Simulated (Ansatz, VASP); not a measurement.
# One calculation of Sr3NbZn, two programs

Contents of INCAR:

```
SYSTEM = Sr3NbZn
PREC     = Accurate       ! precision mode
ENCUT    = 600            ! plane-wave cutoff, eV
EDIFF    = 1E-7           ! SCF threshold, eV
ISMEAR   = 0              ! smearing method
SIGMA    = 0.1            ! smearing width, eV
LREAL    = .False.        ! projectors in reciprocal space
LASPH    = .True.         ! aspherical terms in the spheres
NELM     = 60             ! most SCF steps
ALGO     = Fast           ! electronic algorithm
ISIF     = 3              ! what is computed and relaxed
LWAVE    = .False.        ! write WAVECAR
LCHARG   = .False.        ! write CHGCAR
GGA      = PE             ! functional
IBRION   = 2              ! ionic algorithm
NSW      = 100            ! ionic steps
EDIFFG   = -0.01          ! ionic threshold
```

Contents of KPOINTS:

```
regular mesh
0
Gamma
  6 6 6
  0 0 0
```

POSCAR

```
Sr3NbZn
1.0
    5.8287068385      0.0000000000      0.0000000000
    0.0000000000      5.8287068385      0.0000000000
    0.0000000000      0.0000000000      5.8287068385
Sr Nb Zn
3 1 1
Direct
    0.0000000000      0.5000000000      0.5000000000
    0.5000000000      0.0000000000      0.5000000000
    0.5000000000      0.5000000000      0.0000000000
    0.0000000000      0.0000000000      0.0000000000
    0.5000000000      0.5000000000      0.5000000000
```

Input for Ansatz:

```yaml
crystal:
  lattice:
    - [5.8287068385, 0.0, 0.0]
    - [0.0, 5.8287068385, 0.0]
    - [0.0, 0.0, 5.8287068385]
  atoms:
    - { symbol: Sr, position: [0.0, 0.5, 0.5] }
    - { symbol: Sr, position: [0.5, 0.0, 0.5] }
    - { symbol: Sr, position: [0.5, 0.5, 0.0] }
    - { symbol: Nb, position: [0.0, 0.0, 0.0] }
    - { symbol: Zn, position: [0.5, 0.5, 0.5] }
basis:
  ecutwfc: 420
kpoints:
  mp_grid: { grid: [6, 6, 6] }
hamiltonian:
  xc: pbe
scf:
  occupations: { method: gaussian, width: 0.1 }
output:
  forces: true
  stress: true
  eigenvalues: true
  write_density: true
  write_potential: true
  elf: true
  volumetric_format: npy
relax:
  adjacent_minimum: "off"
  f_tol: 0.01
  max_steps: 80
  cell: { stress_tol: 0.05 }
```

Alike in both runs: task relaxation of cell and atoms; functional PBE; k mesh 6 × 6 × 6; occupations gaussian, width 0.1 eV; no spin polarisation.

|  | VASP | Ansatz |
| --- | --- | --- |
| version | VASP 6.6.1 | Ansatz 0.2.0 |
| potentials or method | VASP PAW PBE potentials, release 64 (Sr_sv, Nb_sv, Zn), cutoff 600 eV | scalar-relativistic, plane waves, PAW |
| valence electrons in the cell | 55 | 55 |

Ansatz gave:

* gap on the k mesh at the Fermi level, each at its own relaxed structure (eV): none
* relaxed volume (Å³/atom): 40.19
* relaxed length of the cell vector where the two differ most in proportion (Å): 5.857

Task: What did VASP give for the same quantities?

Result: gap on the k mesh at the Fermi level, each at its own relaxed structure (eV): none; relaxed volume (Å³/atom): 40.20; relaxed length of the cell vector where the two differ most in proportion (Å): 5.858.

A gap of «none» marks a metal or a gap that the smearing closes.
